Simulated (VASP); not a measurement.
# Ge in VASP: a series of runs

Runs on Ge. Level: PBE+D3(BJ). Tasks: single point.

All numbers are computed with VASP 6.6.1; they aren't measurements. Logs are shortened: lines on timing, memory, paths and dates and some standing lists are left out, and cuts for length are marked.

## Step 1: The cell of the first run

The cell holds a slab with vacuum, 4 atoms: a = 4.023 Å, b = 4.023 Å, c = 18.869 Å, α = 90.00°, β = 90.00°, γ = 120.00°.

## Step 2: Single point, PBE+D3(BJ) (layers slid over each other)

Input file INCAR:

```
SYSTEM = Ge
PREC = Accurate
ENCUT = 520
EDIFF = 1E-7
ISMEAR = 0
SIGMA = 0.1
LREAL = .FALSE.
LASPH = .TRUE.
NELM = 80
ALGO = Normal
ISIF = 2
LWAVE = .FALSE.
LCHARG = .FALSE.
LDIPOL = .TRUE.
IDIPOL = 3
DIPOL = 0.5 0.5 0.387
GGA = PE
IVDW = 12
NBANDS = 36
```

Input file KPOINTS:

```
Automatic mesh
0
G
  9 9 1
  0 0 0
```

Input file POSCAR:

```
Ge
1.0
    4.0226895355      0.0000000000      0.0000000000
   -2.0113447678      3.4837513293      0.0000000000
    0.0000000000      0.0000000000     18.8685220287
Ge
4
Direct
    0.3333333333      0.6666666667      0.2747571329
    0.6666666667      0.3333333333      0.2384924475
    0.2222222222      1.8888888889      0.5362646853
    0.5555555556      1.5555555556      0.5000000000
```

Potentials or basis: VASP PAW PBE potentials, release 64 (Ge_d).

Command:

```console
$ cat potpaw_PBE.64/Ge_d/POTCAR > POTCAR
$ mpirun -np 1 vasp_std > vasp.out
```

OUTCAR:

```text
SYSTEM = Ge
   PREC = Accurate
   ENCUT = 520
   EDIFF = 1E-7
   ISMEAR = 0
   LREAL = .FALSE.
   LASPH = .TRUE.
   NELM = 80
   ISIF = 2
   GGA = PE
   IVDW = 12
 IVDW          = 12

 ion  position               nearest neighbor table
   1  0.333  0.667  0.275-   2 2.42   2 2.42   2 2.42
   2  0.667  0.333  0.238-   1 2.42   1 2.42   1 2.42
   3  0.222  0.889  0.536-   4 2.42   4 2.42   4 2.42
   4  0.556  0.556  0.500-   3 2.42   3 2.42   3 2.42

  LATTYP: Found a hexagonal cell.
 ALAT       =     4.0226895355
 C/A-ratio  =     4.6905240542

  Lattice vectors:

 A1 = (   4.0226895355,   0.0000000000,   0.0000000000)
 A2 = (  -2.0113447678,   3.4837513293,   0.0000000000)
 A3 = (   0.0000000000,   0.0000000000,  18.8685220287)

Analysis of symmetry for initial positions (statically):
=====================================================================
 Subroutine PRICEL returns:
 Original cell was already a primitive cell.

 Routine SETGRP: Setting up the symmetry group for a
 hexagonal supercell.

 Subroutine GETGRP returns: Found  2 space group operations
 (whereof  1 operations were pure point group operations)
 out of a pool of 24 trial point group operations.

The static configuration has the point symmetry C_1 .
 The point group associated with its full space group is S_2 .

Analysis of symmetry for dynamics (positions and initial velocities):
=====================================================================
 Subroutine PRICEL returns:
 Original cell was already a primitive cell.

 Routine SETGRP: Setting up the symmetry group for a
 hexagonal supercell.

 Subroutine GETGRP returns: Found  2 space group operations
 (whereof  1 operations were pure point group operations)
 out of a pool of 24 trial point group operations.

The dynamic configuration has the point symmetry C_1 .
 The point group associated with its full space group is S_2 .

 Subroutine INISYM returns: Found  2 space group operations
 (whereof  1 operations are pure point group operations),
 and found     1 'primitive' translations

----------------------------------------------------------------------------------------

                                     Primitive cell

  volume of cell :     264.4244

  direct lattice vectors                    reciprocal lattice vectors
     4.022689535  0.000000000  0.000000000     0.248589903  0.143523447  0.000000000
    -2.011344768  3.483751329  0.000000000     0.000000000  0.287046894  0.000000000
     0.000000000  0.000000000 18.868522029     0.000000000  0.000000000  0.052998322

  length of vectors
     4.022689535  4.022689536 18.868522029     0.287046894  0.287046894  0.052998322

  position of ions in fractional coordinates (direct lattice)
     0.333333333  0.666666667  0.274757133
     0.666666667  0.333333333  0.238492448
     0.222222222  0.888888889  0.536264685
     0.555555556  0.555555556  0.500000000

  ion indices of the primitive-cell ions
   primitive index   ion index
                 1           1
                 2           2
                 3           3
                 4           4

----------------------------------------------------------------------------------------

 KPOINTS: Automatic mesh

Automatic generation of k-mesh.
 Grid dimensions read from file:
 generate k-points for:    9    9    1

 Generating k-lattice:

  Cartesian coordinates                     Fractional coordinates (reciprocal lattice)
     0.027621100  0.015947050  0.000000000     0.111111111  0.000000000  0.000000000
     0.000000000  0.031894099  0.000000000     0.000000000  0.111111111  0.000000000
     0.000000000  0.000000000  0.052998322     0.000000000  0.000000000  1.000000000

  Length of vectors
     0.031894099  0.031894099  0.052998322

  Shift w.r.t. Gamma in fractional coordinates (k-lattice)
     0.000000000  0.000000000  0.000000000

 Subroutine IBZKPT returns following result:
 ===========================================

 Found     41 irreducible k-points:

 Following reciprocal coordinates:
            Coordinates               Weight
  0.000000  0.000000  0.000000      1.000000
  0.111111  0.000000  0.000000      2.000000
  0.000000  0.111111  0.000000      2.000000
 -0.111111  0.111111  0.000000      2.000000
  0.222222  0.000000  0.000000      2.000000
  0.000000  0.222222  0.000000      2.000000
[... 16 lines left out ...]
  0.333333  0.111111  0.000000      2.000000
 -0.111111  0.444444  0.000000      2.000000
 [... further k-points ...]
   k-points           NKPTS =     41   k-points in BZ     NKDIM =     41   number of bands    NBANDS=     36
   number of dos      NEDOS =    301   number of ions     NIONS =      4
   total plane-waves  NPLWV = 126000
   dimension x,y,z NGX =    30 NGY =   30 NGZ =  140
   dimension x,y,z NGXF=    60 NGYF=   60 NGZF=  280
   ions per type =               4
   NGX,Y,Z   is equivalent  to a cutoff of  12.40, 12.40, 12.34 a.u.
   NGXF,Y,Z  is equivalent  to a cutoff of  24.80, 24.80, 24.67 a.u.
 SYSTEM =  Ge
   PREC   = accura    normal or accurate (medium, high low for compatibility)
   ISTART =      0    job   : 0-new  1-cont  2-samecut
   ICHARG =      2    charge: 1-file 2-atom 10-const
   ISPIN  =      1    spin polarized calculation?
   LNONCOLLINEAR =      F non collinear calculations
   LSORBIT =      F    spin-orbit coupling
   LASPH  =      T    aspherical Exc in radial PAW
   ENCUT  =  520.0 eV  38.22 Ry    6.18 a.u.   7.48  7.48 35.08*2*pi/ulx,y,z
   NELM   =     80;   NELMIN=  2; NELMDL= -5     # of ELM steps
   EDIFF  = 0.1E-06   stopping-criterion for ELM
   LREAL  =      F    real-space projection
   EDIFFG = 0.1E-05   stopping-criterion for IOM
   NSW    =      0    number of steps for IOM
   IBRION =     -1    ionic relax: 0-MD 1-quasi-New 2-CG
   NFREE  =      0    steps in history (QN), initial steepest desc. (CG)
   ISIF   =      2    stress and relaxation
   ISYM   =      2    0-nonsym 1-usesym 2-fastsym
   POTIM  = 0.5000    time-step for ionic-motion
   TEBEG  =    0.0;   TEEND  =   0.0 temperature during run
   PSTRESS=    0.0 pullay stress
   NELECT =      56.0000    total number of electrons
   NUPDOWN=      -1.0000    fix difference up-down
   EMIN   =  10.00;   EMAX   =-10.00  energy-range for DOS
   EFERMI =   0.00;   METHOD = LEGACY
   ISMEAR =     0;   SIGMA  =   0.10  broadening in eV -4-tet -1-fermi 0-gaus
   EFERMI_NEDOS =   21; number of points for ismear=-14 and -15
   IALGO  =     38    algorithm
   IMIX   =      4    mixing-type and parameters
     AMIX     =   0.40;   BMIX     =  1.00
     AMIX_MAG =   1.60;   BMIX_MAG =  1.00
  volume/ion in A,a.u.               =      66.11       446.11
  Fermi-wavevector in a.u.,A,eV,Ry     =   0.975821  1.844035 12.955840  0.952227
  Thomas-Fermi vector in A             =   2.106391
   LORBIT       =      0    0 simple, 1 ext, 2 COOP (PROOUT), +10 PAW based schemes
   GGA     = PE    functional components
   LHFCALC =     F    Hartree Fock is set to
   AEXX    =    0.0000 exact exchange contribution
   IVDW    =    12    specifies the selected vdW correction
   LEPSILON=     F    determine dielectric tensor
   LRPA    =     F    only Hartree local field effects (RPA)
 non-spin polarized calculation
 Gauss-broadening in eV      SIGMA  =   0.10
  energy-cutoff  :      520.00
  volume of cell :      264.42
 maximum number of plane-waves:      7165
 NGX is ok and might be reduce to    30
   NGX = 15   NGY = 15   NGZ = 71

 dipolmoment           0.000000      0.000000      0.000130 electrons x Angstroem

 number of electron      55.9999988 magnetization

 dipolmoment           0.000000      0.000000     -0.000004 electrons x Angstroem

 Free energy of the ion-electron system (eV)
  ---------------------------------------------------
  ext. energy  EPLUGINS =         0.00000000
  ---------------------------------------------------
  free energy    TOTEN  =       -16.18371316 eV

  energy without entropy =      -16.18266124  energy(sigma->0) =      -16.18318720

 E-fermi :  -1.3440     XC(G=0):  -4.4529

 val. band max:       -1.4426879429   @ k =   0.3333   0.3333   0.0000
 cond. band min:      -1.2452910582   @ k =   0.3333   0.3333   0.0000
 fundamental gap:      0.1973968847
 Fermi energy:        -1.3439894108

 k-point     1 :       0.0000    0.0000    0.0000
  band No.  band energies     occupation
      1     -25.8492      2.00000
      2     -25.8491      2.00000
      3     -25.8491      2.00000
      4     -25.8491      2.00000
      5     -25.7988      2.00000
      6     -25.7988      2.00000
[... 28 lines left out ...]
     35       2.5832      0.00000
     36       2.6047      0.00000

 k-point     2 :       0.1111    0.0000    0.0000
  band No.  band energies     occupation
      1     -25.8557      2.00000
      2     -25.8556      2.00000
      3     -25.8538      2.00000
      4     -25.8538      2.00000
      5     -25.8110      2.00000
      6     -25.8108      2.00000
[... 28 lines left out ...]
     35       3.0724      0.00000
     36       3.0863      0.00000

 k-point     3 :       0.0000    0.1111    0.0000
  band No.  band energies     occupation
      1     -25.8557      2.00000
      2     -25.8556      2.00000
      3     -25.8538      2.00000
      4     -25.8538      2.00000
      5     -25.8110      2.00000
      6     -25.8108      2.00000
[... 28 lines left out ...]
     35       3.0715      0.00000
     36       3.0911      0.00000

 k-point     4 :      -0.1111    0.1111    0.0000
  band No.  band energies     occupation
      1     -25.8556      2.00000
      2     -25.8556      2.00000
      3     -25.8538      2.00000
      4     -25.8538      2.00000
      5     -25.8110      2.00000
      6     -25.8108      2.00000
[... 28 lines left out ...]
     35       3.0329      0.00000
     36       3.1023      0.00000

 k-point     5 :       0.2222    0.0000    0.0000
  band No.  band energies     occupation
      1     -25.8653      2.00000
      2     -25.8652      2.00000
      3     -25.8617      2.00000
      4     -25.8616      2.00000
      5     -25.8237      2.00000
      6     -25.8235      2.00000
[... 655 lines left out ...]
 k-point    22 :       0.3333   -0.1111    0.0000
  band No.  band energies     occupation
      1     -25.8714      2.00000
      2     -25.8714      2.00000
      3     -25.8646      2.00000
      4     -25.8645      2.00000
      5     -25.8320      2.00000
      6     -25.8318      2.00000
[... 28 lines left out ...]
     35       3.8949      0.00000
     36       4.0172      0.00000

 k-point    23 :       0.3333    0.1111    0.0000
  band No.  band energies     occupation
      1     -25.8770      2.00000
      2     -25.8769      2.00000
      3     -25.8632      2.00000
      4     -25.8632      2.00000
      5     -25.8447      2.00000
      6     -25.8444      2.00000
[... 28 lines left out ...]
     35       4.2533      0.00000
     36       4.9183      0.00000

 k-point    24 :      -0.1111    0.4444    0.0000
  band No.  band energies     occupation
      1     -25.8770      2.00000
      2     -25.8769      2.00000
      3     -25.8632      2.00000
      4     -25.8631      2.00000
      5     -25.8446      2.00000
      6     -25.8445      2.00000
[... 28 lines left out ...]
     35       4.5313      0.00000
     36       4.7831      0.00000

 [... further k-points ...]

------------------------ aborting loop because EDIFF is reached ----------------------------------------

 vacuum level on the upper side and lower side of the slab       (xc-potential included)        -0.085        -0.082

 Edisp (eV)   -0.76023

 E8    (eV) :    -0.3477

  FORCE on cell =-STRESS in cart. coord.  units (eV):
  Direction    XX          YY          ZZ          XY          YZ          ZX
  --------------------------------------------------------------------------------------
  -------------------------------------------------------------------------------------
  Total      -0.18658    -0.17473    -0.71759    -0.00699     0.03920    -0.09724
  in kB      -1.13053    -1.05869    -4.34794    -0.04235     0.23752    -0.58919
  external pressure =       -2.18 kB  Pullay stress =        0.00 kB

 VOLUME and BASIS-vectors are now :
 -----------------------------------------------------------------------------
  energy-cutoff  :      520.00
  volume of cell :      264.42
      direct lattice vectors                 reciprocal lattice vectors
     4.022689535  0.000000000  0.000000000     0.248589903  0.143523447  0.000000000
    -2.011344768  3.483751329  0.000000000     0.000000000  0.287046894  0.000000000
     0.000000000  0.000000000 18.868522029     0.000000000  0.000000000  0.052998322

 POSITION                                       TOTAL-FORCE (eV/Angst)
 -----------------------------------------------------------------------------------
     -0.00000      2.32250      5.18426         0.018556     -0.005058      0.126711
      2.01134      1.16125      4.50000         0.003372     -0.002990      0.022371
     -0.89393      3.09667     10.11852        -0.003372      0.002990     -0.022371
      1.11741      1.93542      9.43426        -0.018556      0.005058     -0.126711
 -----------------------------------------------------------------------------------
    total drift:                                0.000131      0.000231     -0.000039

  FREE ENERGIE OF THE ION-ELECTRON SYSTEM (eV)
  ---------------------------------------------------
  free  energy   TOTEN  =       -16.9439444287 eV

  energy  without entropy=      -16.9428925171  energy(sigma->0) =      -16.94341847

 vacuum level on the upper side and lower side of the slab         3.056         3.061
```

It took 6.9 min on 1 thread of Intel Xeon 6975P-C (Granite Rapids), shared host; peak memory 0.52 GiB.

What came out:

* Free energy: -16.9439 eV
* Largest force: 0.128 eV/Å
* Band gap on the k mesh: 0.20 eV
* Dispersion energy per atom: -0.190 eV

Forces in eV/Å, atoms in the order of the input:
```
Ge   0.019 -0.005  0.127
Ge   0.003 -0.003  0.022
Ge  -0.003  0.003 -0.022
Ge  -0.019  0.005 -0.127
```

Caveat: the cell differs from its parent crystal (layers slid over each other).

## Step 3: Single point, PBE+D3(BJ) (layers slid over each other)

Input file INCAR:

```
  PREC = Accurate
  ENCUT = 520
  EDIFF = 1E-7
  ISMEAR = 0
  SIGMA = 0.1
  LREAL = F
  LASPH = T
  NELM = 80
  ALGO = Normal
  ISIF = 2
  LWAVE = F
  LCHARG = T
  LDIPOL = T
  IDIPOL = 3
  DIPOL = 0.5 0.5 0.387
  GGA = PE
  IVDW = 12
  LELF = T
  LVHAR = T
  LVACPOTAV = T
  NBANDS = 36
```

Input file KPOINTS:

```
regular mesh
0
Gamma
  9 9 1
```

POSCAR: that of step 2 with these lines changed.

```diff
@@ -10,3 +10,3 @@
     0.6666666667      0.3333333333      0.2384924475
-    0.2222222222      1.8888888889      0.5362646853
-    0.5555555556      1.5555555556      0.5000000000
+    0.8888888889      1.2222222222      0.5362646853
+    1.2222222222      0.8888888889      0.5000000000
```

Potentials or basis: VASP PAW PBE potentials, release 64 (Ge_d).

Command:

```console
$ cat potpaw_PBE.64/Ge_d/POTCAR > POTCAR
$ mpirun -np 1 vasp_std > vasp.out
```

Run time: 7.9 min. Hardware: 1 thread of Intel Xeon 6975P-C (Granite Rapids), shared host; peak memory 0.52 GiB.

It converged, with:

```yaml
Free_energy: -16.9442 eV
Largest_force: 0.129 eV/Å
Band_gap_on_the_k_mesh: 0.12 eV
Dispersion_energy_per_atom: -0.190 eV
```

Forces on the atoms (eV/Å):
```
Ge  -0.019  0.014  0.127
Ge   0.001  0.001  0.025
Ge  -0.001 -0.001 -0.025
Ge   0.019 -0.014 -0.127
```

Levels at points of the mesh, in eV from the valence-band top:
| k point | band 25 | band 26 | band 27 | band 28 | band 29 | band 30 | band 31 | band 32 |
| --- | --- | --- | --- | --- | --- | --- | --- | --- |
| (0.00, 0.00, 0.00) | -0.39 | -0.39 | -0.38 | -0.37 | 0.58 | 0.71 | 2.03 | 3.22 |

Caveat: the cell differs from its parent crystal (layers slid over each other).

## Step 4: Single point, PBE+D3(BJ) (layers slid over each other)

Input file INCAR:

```
SYSTEM = Ge
PREC = Accurate
ENCUT = 520
EDIFF = 1E-6
ISMEAR = 0
SIGMA = 0.1
LREAL = .FALSE.
LASPH = .TRUE.
NELM = 100
ALGO = Normal
ISIF = 2
LWAVE = .FALSE.
LCHARG = .FALSE.
LDIPOL = .TRUE.
IDIPOL = 3
DIPOL = 0.5 0.5 0.387
GGA = PE
IVDW = 12
NBANDS = 36
```

Input file KPOINTS:

```
regular mesh
0
G
  9 9 1
  0 0 0
```

POSCAR: that of step 3 with these lines changed.

```diff
@@ -10,3 +10,3 @@
     0.6666666667      0.3333333333      0.2384924475
-    0.8888888889      1.2222222222      0.5362646853
-    1.2222222222      0.8888888889      0.5000000000
+    0.1111111111      1.4444444444      0.5362646853
+    0.4444444444      1.1111111111      0.5000000000
```

Command:

```console
$ cat potpaw_PBE.64/Ge_d/POTCAR > POTCAR
$ mpirun -np 1 vasp_std > vasp.out
```

Wall time 14 min (1 thread of Oxide Virtual Turin-like, shared host); peak memory 0.49 GiB.

It converged, with:

| Item | Value |
| --- | --- |
| Free energy | -16.9355 eV |
| Largest force | 0.110 eV/Å |
| Band gap on the k mesh | 0.29 eV |
| Dispersion energy per atom | -0.190 eV |

Forces on the atoms (eV/Å):
```
Ge  -0.005  0.011  0.109
Ge   0.003  0.004  0.020
Ge  -0.003 -0.004 -0.020
Ge   0.005 -0.011 -0.109
```

Levels at points of the mesh, in eV from the valence-band top:
```tsv
k point	band 26	band 27	band 28	band 29	band 30	band 31
(0.00, 0.00, 0.00)	-0.30	-0.30	-0.29	0.67	0.78	2.13
```

Caveat: the cell differs from its parent crystal (layers slid over each other).

## Step 5: Single point, PBE+D3(BJ) (layers slid over each other)

Input file INCAR:

```
PREC = Accurate
ENCUT = 520
EDIFF = 1E-7
ISMEAR = 0
SIGMA = 0.1
LREAL = False
LASPH = True
NELM = 80
ALGO = Normal
ISIF = 2
LWAVE = False
LCHARG = False
LDIPOL = True
IDIPOL = 3
DIPOL = 0.5 0.5 0.387
GGA = PE
IVDW = 12
NBANDS = 36
```

Input file KPOINTS:

```
regular mesh
0
Gamma
  9 9 1
```

POSCAR: that of step 4 with these lines changed.

```diff
@@ -10,3 +10,3 @@
     0.6666666667      0.3333333333      0.2384924475
-    0.1111111111      1.4444444444      0.5362646853
-    0.4444444444      1.1111111111      0.5000000000
+    0.4444444444      1.1111111111      0.5362646853
+    0.7777777778      0.7777777778      0.5000000000
```

Command:

```console
$ cat potpaw_PBE.64/Ge_d/POTCAR > POTCAR
$ mpirun -np 1 vasp_std > vasp.out
```

Run time: 14 min. Hardware: 1 thread of Oxide Virtual Turin-like, shared host; peak memory 0.49 GiB.

It converged, with:

```yaml
Free_energy: -16.9360 eV
Largest_force: 0.112 eV/Å
Band_gap_on_the_k_mesh: 0.19 eV
Dispersion_energy_per_atom: -0.190 eV
```

Forces on the atoms (eV/Å):
```
Ge   0.014  0.009  0.111
Ge   0.000 -0.004  0.025
Ge   0.000  0.004 -0.025
Ge  -0.014 -0.009 -0.111
```

Levels at points of the mesh, in eV from the valence-band top:
| k point | band 26 | band 27 | band 28 | band 29 | band 30 | band 31 |
| --- | --- | --- | --- | --- | --- | --- |
| (0.00, 0.00, 0.00) | -0.35 | -0.34 | -0.34 | 0.61 | 0.75 | 2.08 |

Caveat: the cell differs from its parent crystal (layers slid over each other).

## Step 6: Overview

| cell | gap on the mesh (eV) | largest force (eV/Å) |
| --- | --- | --- |
| as given, atomic positions A | 0.20 | 0.13 |
| as given, atomic positions B | 0.12 | 0.13 |
| as given, atomic positions C | 0.29 | 0.11 |
| as given, atomic positions D | 0.19 | 0.11 |

Alike in all rows: task single point; level PBE+D3(BJ); potentials or basis VASP PAW PBE potentials, release 64 (Ge_d); no spin polarisation; k mesh 9 × 9 × 1; cutoff (eV) 520; smearing gaussian 0.1 eV.

Absolute energies hang on the potentials; compare differences alone.
